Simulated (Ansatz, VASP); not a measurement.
Two plane-wave programs on B6As

```
B As
1.0
     3.06142    1.76751    3.94791
    -3.06142    1.76751    3.94791
     0.00000   -3.53502    3.94791
B As
12 2
Cartesian
  0.0000 -1.0924 1.4055
  -0.9461 0.5462 1.4055
  1.6813 -0.9707 7.5649
  0.0000 1.9414 7.5649
  -1.6813 -0.9707 7.5649
  1.6813 0.9707 4.2788
  -1.6813 0.9707 4.2788
  0.0000 -1.9414 4.2788
  0.9461 -0.5462 10.4382
  0.0000 1.0924 10.4382
  -0.9461 -0.5462 10.4382
  0.9461 0.5462 1.4055
  0.0000 0.0000 7.1157
  0.0000 0.0000 4.7280
```

Alike in both runs: functional PBEsol; k mesh 6 × 6 × 6; occupations gaussian, width 0.02 eV; no spin polarisation.

Ansatz relaxed the structure, and its values are those at the end. VASP's run is a single point on that final structure, the one shown.

|  | VASP | Ansatz |
| --- | --- | --- |
| version | VASP 6.6.1 | Ansatz 0.2.0 |
| potentials or method | VASP PAW PBE potentials, release 64 (B, As), cutoff 520 eV | scalar-relativistic, plane waves, PAW |
| valence electrons in the cell | 46 | 66 |

```csv
,VASP,Ansatz,Ansatz less VASP
gap on the k mesh at the Fermi level (eV),2.62,2.62,-0.004
least direct gap on the mesh (eV),2.66,2.65,-0.004
pressure (GPa),0.6,0.0,-0.64
rms of the force components (eV/Å),0.016,0.001,-0.0142
```

VASP's potentials were made for PBE, not for PBEsol. With one functional, cell and mesh, what is left measures potentials, basis and numerics. VASP's potentials hold 46 valence electrons a cell and Ansatz's 66, so a difference there can come from the potentials and not from the codes.
